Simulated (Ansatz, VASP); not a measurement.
**LiTaBe2N3 in VASP and in Ansatz**

```
Li Ta Be N
1.0
     3.52372    0.00000    0.00000
    -1.76186    3.05163    0.00000
     0.00000    0.00000    7.04738
Li Ta Be N
1 1 2 3
Cartesian
  0.0000 2.0344 3.5237
  1.7619 1.0172 0.0000
  0.0000 0.0000 3.5237
  0.0000 2.0344 0.0000
  0.0000 2.0344 1.4375
  0.0000 2.0344 5.6099
  1.7619 1.0172 3.5237
```

Alike in both runs: functional PBE; k mesh 4 × 4 × 2; occupations gaussian, width 0.15 eV; no spin polarisation.

Ansatz relaxed the structure, and its values are those at the end. VASP's run is a single point on that final structure, the one shown.

```csv
,VASP,Ansatz
version,VASP 6.6.1,Ansatz 0.2.0
potentials or method,"VASP PAW PBE potentials, release 64 (Li_sv, Ta_pv, Be, N), cutoff 750 eV","scalar-relativistic, plane waves, PAW"
valence electrons in the cell,33,35
```

|  | VASP | Ansatz | Ansatz less VASP |
| --- | --- | --- | --- |
| gap on the k mesh at the Fermi level (eV) | none | none | - |
| pressure (GPa) | 0.1 | 0.1 | -0.05 |
| rms of the force components (eV/Å) | 0.015 | 0.016 | +0.0001 |

A gap of «none» marks a metal or a gap that the smearing closes. With one functional, cell and mesh, what is left measures potentials, basis and numerics. VASP's potentials hold 33 valence electrons a cell and Ansatz's 35, so a difference there can come from the potentials and not from the codes.

The k mesh is coarse, so the values compare programs but aren't converged. Neither program's run includes spin-orbit coupling.
